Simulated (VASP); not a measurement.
# V (Im-3m) in VASP: single point with PBE

Aim: the single point of V with PBE.

Program: VASP 6.6.1. These are calculated values, not measurements. Logs are shortened: lines on timing, memory, paths and dates and some standing lists are left out, and cuts for length are marked.

## (1) The cell of the first run

The structure is cubic, space group Im-3m (No. 229). The conventional cell has a = 2.997 Å, b = 2.997 Å, c = 2.997 Å, α = 90.00°, β = 90.00°, γ = 90.00°. V (site symmetry m-3m) has 14 V at 2.60 to 3.00 Å within 3.4 Å.

## (2) Single point, PBE

Contents of INCAR:

```
ALGO     = Fast           # electronic algorithm
EDIFF    = 1E-6           # SCF threshold, eV
ENCUT    = 520            # plane-wave cutoff, eV
GGA      = PE             # functional
ISIF     = 2              # what is computed and relaxed
ISMEAR   = 1              # smearing method
KPAR     = 4            
LASPH    = T              # aspherical terms in the spheres
LCHARG   = F              # write CHGCAR
LREAL    = Auto         
LWAVE    = F              # write WAVECAR
NBANDS   = 194            # bands
NELM     = 80             # most SCF steps
PREC     = Accurate       # precision mode
SIGMA    = 0.1            # smearing width, eV
```

Contents of KPOINTS:

```
k-points
0
Gamma
  6 6 6
```

Contents of POSCAR:

```
V
1.0
   -4.4951238727      4.4951238727      4.4951238727
    4.4951238727     -4.4951238727      4.4951238727
    4.4951238727      4.4951238727     -4.4951238727
V
27
Direct
    0.0000000000      0.0000000000      0.0000000000
    0.0000000000      0.0000000000      0.3333333333
    0.0000000000      0.0000000000      0.6666666667
    0.0000000000      0.3333333333      0.0000000000
    0.0000000000      0.3333333333      0.3333333333
    0.0000000000      0.3333333333      0.6666666667
    0.0000000000      0.6666666667      0.0000000000
    0.0000000000      0.6666666667      0.3333333333
    0.0000000000      0.6666666667      0.6666666667
    0.3333333333      0.0000000000      0.0000000000
    0.3333333333      0.0000000000      0.3333333333
    0.3333333333      0.0000000000      0.6666666667
    0.3333333333      0.3333333333      0.0000000000
    0.3333333333      0.3333333333      0.3333333333
    0.3333333333      0.3333333333      0.6666666667
    0.3333333333      0.6666666667      0.0000000000
    0.3333333333      0.6666666667      0.3333333333
    0.3333333333      0.6666666667      0.6666666667
    0.6666666667      0.0000000000      0.0000000000
    0.6666666667      0.0000000000      0.3333333333
    0.6666666667      0.0000000000      0.6666666667
    0.6666666667      0.3333333333      0.0000000000
    0.6666666667      0.3333333333      0.3333333333
    0.6666666667      0.3333333333      0.6666666667
    0.6666666667      0.6666666667      0.0000000000
    0.6666666667      0.6666666667      0.3333333333
    0.6666666667      0.6666666667      0.6666666667
```

Potentials or basis: VASP PAW PBE potentials, release 64 (V_sv).

Started as:

```bash
> cat potpaw_PBE.64/V_sv/POTCAR > POTCAR
> mpirun -np 4 vasp_std > vasp.out
```

OUTCAR:

```text
EDIFF = 1E-6
   ENCUT = 520
   GGA = PE
   ISIF = 2
   ISMEAR = 1
   LASPH = T
   LREAL = Auto
   NELM = 80
   PREC = Accurate

 ion  position               nearest neighbor table
   1  0.000  0.000  0.000-   2 2.60   3 2.60   4 2.60   7 2.60  10 2.60  14 2.60  19 2.60  27 2.60

   2  0.000  0.000  0.333-   1 2.60   5 2.60   8 2.60  11 2.60  20 2.60  25 2.60  15 2.60   3 2.60

   3  0.000  0.000  0.667-   1 2.60   6 2.60   9 2.60  12 2.60  13 2.60  21 2.60  26 2.60   2 2.60

   4  0.000  0.333  0.000-   1 2.60   5 2.60   6 2.60  13 2.60  21 2.60  22 2.60  17 2.60   7 2.60

   5  0.000  0.333  0.333-   2 2.60   4 2.60  14 2.60  19 2.60  23 2.60  18 2.60   6 2.60   8 2.60

   6  0.000  0.333  0.667-   3 2.60   4 2.60  15 2.60  24 2.60  20 2.60  16 2.60   5 2.60   9 2.60

   7  0.000  0.667  0.000-   1 2.60   8 2.60   9 2.60  11 2.60  16 2.60  25 2.60  24 2.60   4 2.60

   8  0.000  0.667  0.333-   2 2.60   7 2.60  17 2.60  26 2.60  22 2.60  12 2.60   5 2.60   9 2.60

   9  0.000  0.667  0.667-   3 2.60   7 2.60  10 2.60  18 2.60  27 2.60  23 2.60   6 2.60   8 2.60

  10  0.333  0.000  0.000-   1 2.60   9 2.60  11 2.60  12 2.60  13 2.60  16 2.60  23 2.60  19 2.60
[... 23 lines left out ...]
  22  0.667  0.333  0.000-   4 2.60  19 2.60  23 2.60  24 2.60  12 2.60   8 2.60  13 2.60  25 2.60

  23  0.667  0.333  0.333-   5 2.60  20 2.60  22 2.60  10 2.60   9 2.60  14 2.60  24 2.60  26 2.60

  24  0.667  0.333  0.667-   6 2.60  21 2.60  22 2.60   7 2.60  11 2.60  15 2.60  23 2.60  27 2.60

  25  0.667  0.667  0.000-   2 2.60   7 2.60  19 2.60  26 2.60  27 2.60  15 2.60  16 2.60  22 2.60

  26  0.667  0.667  0.333-   8 2.60  20 2.60  25 2.60   3 2.60  13 2.60  23 2.60  17 2.60  27 2.60

  27  0.667  0.667  0.667-   1 2.60   9 2.60  21 2.60  25 2.60  14 2.60  24 2.60  18 2.60  26 2.60

  LATTYP: Found a body centered cubic cell.
 ALAT       =     8.9902477454

  Lattice vectors:

 A1 = (  -4.4951238727,   4.4951238727,   4.4951238727)
 A2 = (   4.4951238727,  -4.4951238727,   4.4951238727)
 A3 = (   4.4951238727,   4.4951238727,  -4.4951238727)

Analysis of symmetry for initial positions (statically):
=====================================================================
 Subroutine PRICEL returns following result:

  LATTYP: Found a body centered cubic cell.
 ALAT       =     2.9967492482

  Lattice vectors:

 A1 = (  -1.4983746241,   1.4983746241,   1.4983746241)
 A2 = (   1.4983746241,  -1.4983746241,   1.4983746241)
 A3 = (   1.4983746241,   1.4983746241,  -1.4983746241)

  27 primitive cells build up your supercell.

 Routine SETGRP: Setting up the symmetry group for a
 body centered cubic supercell.

 Subroutine GETGRP returns: Found 48 space group operations
 (whereof 48 operations were pure point group operations)
 out of a pool of 48 trial point group operations.

The static configuration has the point symmetry O_h .

Analysis of symmetry for dynamics (positions and initial velocities):
=====================================================================
 Subroutine PRICEL returns following result:

  LATTYP: Found a body centered cubic cell.
 ALAT       =     2.9967492482

  Lattice vectors:

 A1 = (  -1.4983746241,   1.4983746241,   1.4983746241)
 A2 = (   1.4983746241,  -1.4983746241,   1.4983746241)
 A3 = (   1.4983746241,   1.4983746241,  -1.4983746241)

  27 primitive cells build up your supercell.

 Routine SETGRP: Setting up the symmetry group for a
 body centered cubic supercell.

 Subroutine GETGRP returns: Found 48 space group operations
 (whereof 48 operations were pure point group operations)
 out of a pool of 48 trial point group operations.

The dynamic configuration has the point symmetry O_h .

 Subroutine INISYM returns: Found 48 space group operations
 (whereof 48 operations are pure point group operations),
 and found    27 'primitive' translations

----------------------------------------------------------------------------------------

                                     Primitive cell

  volume of cell :      13.4562

  direct lattice vectors                    reciprocal lattice vectors
    -1.498374624  1.498374624  1.498374624     0.000000000  0.333694920  0.333694920
     1.498374624 -1.498374624  1.498374624     0.333694920  0.000000000  0.333694920
     1.498374624  1.498374624 -1.498374624     0.333694920  0.333694920  0.000000000

  length of vectors
     2.595260978  2.595260978  2.595260978     0.471915881  0.471915881  0.471915881

  position of ions in fractional coordinates (direct lattice)
     0.000000000  0.000000000  0.000000000

  ion indices of the primitive-cell ions
   primitive index   ion index
                 1           1

----------------------------------------------------------------------------------------

 KPOINTS: k-points

Automatic generation of k-mesh.
 Grid dimensions read from file:
 generate k-points for:    6    6    6

 Generating k-lattice:

  Cartesian coordinates                     Fractional coordinates (reciprocal lattice)
     0.000000000  0.018538607  0.018538607     0.166666667  0.000000000  0.000000000
     0.018538607  0.000000000  0.018538607     0.000000000  0.166666667  0.000000000
     0.018538607  0.018538607  0.000000000     0.000000000  0.000000000  0.166666667

  Length of vectors
     0.026217549  0.026217549  0.026217549

  Shift w.r.t. Gamma in fractional coordinates (k-lattice)
     0.000000000  0.000000000  0.000000000

 Subroutine IBZKPT returns following result:
 ===========================================

 Found     16 irreducible k-points:

 Following reciprocal coordinates:
            Coordinates               Weight
  0.000000  0.000000  0.000000      1.000000
  0.166667  0.000000  0.000000     12.000000
  0.333333  0.000000  0.000000     12.000000
  0.500000  0.000000  0.000000      6.000000
  0.166667  0.166667  0.000000     24.000000
  0.333333  0.166667  0.000000     48.000000
[... 8 lines left out ...]
  0.500000  0.500000  0.333333     12.000000
  0.500000  0.500000  0.500000      1.000000
   k-points           NKPTS =     16   k-points in BZ     NKDIM =     16   number of bands    NBANDS=    194
   number of dos      NEDOS =    301   number of ions     NIONS =     27
   total plane-waves  NPLWV = 216000
   dimension x,y,z NGX =    60 NGY =   60 NGZ =   60
   dimension x,y,z NGXF=   120 NGYF=  120 NGZF=  120
   ions per type =              27
   NGX,Y,Z   is equivalent  to a cutoff of  12.81, 12.81, 12.81 a.u.
   NGXF,Y,Z  is equivalent  to a cutoff of  25.62, 25.62, 25.62 a.u.
 SYSTEM =  unknown system
   PREC   = accura    normal or accurate (medium, high low for compatibility)
   ISTART =      0    job   : 0-new  1-cont  2-samecut
   ICHARG =      2    charge: 1-file 2-atom 10-const
   ISPIN  =      1    spin polarized calculation?
   LNONCOLLINEAR =      F non collinear calculations
   LSORBIT =      F    spin-orbit coupling
   LASPH  =      T    aspherical Exc in radial PAW
   ENCUT  =  520.0 eV  38.22 Ry    6.18 a.u.  14.48 14.48 14.48*2*pi/ulx,y,z
   NELM   =     80;   NELMIN=  2; NELMDL= -5     # of ELM steps
   EDIFF  = 0.1E-05   stopping-criterion for ELM
   LREAL  =      T    real-space projection
   EDIFFG = 0.1E-04   stopping-criterion for IOM
   NSW    =      0    number of steps for IOM
   IBRION =     -1    ionic relax: 0-MD 1-quasi-New 2-CG
   NFREE  =      0    steps in history (QN), initial steepest desc. (CG)
   ISIF   =      2    stress and relaxation
   ISYM   =      2    0-nonsym 1-usesym 2-fastsym
   POTIM  = 0.5000    time-step for ionic-motion
   TEBEG  =    0.0;   TEEND  =   0.0 temperature during run
   PSTRESS=    0.0 pullay stress
   NELECT =     351.0000    total number of electrons
   NUPDOWN=      -1.0000    fix difference up-down
   EMIN   =  10.00;   EMAX   =-10.00  energy-range for DOS
   EFERMI =   0.00;   METHOD = LEGACY
   ISMEAR =     1;   SIGMA  =   0.10  broadening in eV -4-tet -1-fermi 0-gaus
   EFERMI_NEDOS =   21; number of points for ismear=-14 and -15
   IALGO  =     68    algorithm
   IMIX   =      4    mixing-type and parameters
     AMIX     =   0.40;   BMIX     =  1.00
     AMIX_MAG =   1.60;   BMIX_MAG =  1.00
  volume/ion in A,a.u.               =      13.46        90.81
  Fermi-wavevector in a.u.,A,eV,Ry     =   1.618386  3.058307 35.636031  2.619174
  Thomas-Fermi vector in A             =   2.712658
   LORBIT       =      0    0 simple, 1 ext, 2 COOP (PROOUT), +10 PAW based schemes
   GGA     = PE    functional components
   LHFCALC =     F    Hartree Fock is set to
   AEXX    =    0.0000 exact exchange contribution
   IVDW    =     0    specifies the selected vdW correction
   LEPSILON=     F    determine dielectric tensor
   LRPA    =     F    only Hartree local field effects (RPA)
 non-spin polarized calculation
 RMM-DIIS sequential band-by-band and
 Methfessel and Paxton  Order N= 1 SIGMA  =   0.10
  energy-cutoff  :      520.00
  volume of cell :      363.32
 maximum number of plane-waves:      9861
 NGX is ok and might be reduce to    60
   NGX = 29   NGY = 29   NGZ = 29

 number of electron     350.9999717 magnetization

 Free energy of the ion-electron system (eV)
  ---------------------------------------------------
  ext. energy  EPLUGINS =         0.00000000
  ---------------------------------------------------
  free energy    TOTEN  =      -242.83684845 eV

  energy without entropy =     -242.83737573  energy(sigma->0) =     -242.83702421

 E-fermi :   9.7181     XC(G=0): -12.9099

 val. band max:        9.7131190155   @ k =   0.3333   0.1667   0.1667
 cond. band min:       9.7192712422   @ k =  -0.3333   0.5000   0.1667
 fundamental gap:      0.0061522266
 Fermi energy:         9.7181106523

 k-point     1 :       0.0000    0.0000    0.0000
  band No.  band energies     occupation
      1     -53.9980      2.00000
      2     -53.8497      2.00000
      3     -53.8497      2.00000
      4     -53.8497      2.00000
      5     -53.8497      2.00000
      6     -53.8497      2.00000
[... 3029 lines left out ...]
    186      10.1620     -0.00000
    187      10.1621     -0.00000
 [bands above 187 left out]

------------------------ aborting loop because EDIFF is reached ----------------------------------------

  FORCE on cell =-STRESS in cart. coord.  units (eV):
  Direction    XX          YY          ZZ          XY          YZ          ZX
  --------------------------------------------------------------------------------------
  -------------------------------------------------------------------------------------
  Total        0.1631379      0.1631379      0.1631379     -0.0000000      0.0000000      0.0000000
  in kB        0.7194165      0.7194165      0.7194165     -0.0000000      0.0000000      0.0000000
  external PRESSURE =       0.7194165 kB  Pullay stress =       0.0000000 kB

 VOLUME and BASIS-vectors are now :
 -----------------------------------------------------------------------------
  energy-cutoff  :      520.00
  volume of cell :      363.32
      direct lattice vectors                 reciprocal lattice vectors
    -4.495123873  4.495123873  4.495123873     0.000000000  0.111231640  0.111231640
     4.495123873 -4.495123873  4.495123873     0.111231640  0.000000000  0.111231640
     4.495123873  4.495123873 -4.495123873     0.111231640  0.111231640  0.000000000

 POSITION                                       TOTAL-FORCE (eV/Angst)
 -----------------------------------------------------------------------------------
      0.00000      0.00000      0.00000        -0.000000     -0.000000     -0.000000
      1.49837      1.49837     -1.49837        -0.000000     -0.000000     -0.000000
      2.99675      2.99675     -2.99675        -0.000000      0.000000     -0.000000
      1.49837     -1.49837      1.49837        -0.000000      0.000000      0.000000
      2.99675      0.00000      0.00000        -0.000000      0.000000      0.000000
      4.49512      1.49837     -1.49837        -0.000000     -0.000000     -0.000000
[... 19 lines left out ...]
      1.49837      1.49837      4.49512         0.000000      0.000000      0.000000
      2.99675      2.99675      2.99675         0.000000      0.000000     -0.000000
 -----------------------------------------------------------------------------------
    total drift:                                0.000000     -0.000000      0.000000

  FREE ENERGIE OF THE ION-ELECTRON SYSTEM (eV)
  ---------------------------------------------------
  free  energy   TOTEN  =      -242.8368484517 eV

  energy  without entropy=     -242.8373757277  energy(sigma->0) =     -242.83702421
```

It took 24 min on 4 MPI ranks of Oxide Virtual Turin-like, shared host; peak memory 0.93 GiB.

Results:

```
Free energy            : -242.8368 eV
Pressure               : 0.1 GPa
Band gap on the k mesh : zero (an odd number of electrons rules out a gap without spin polarisation)
```
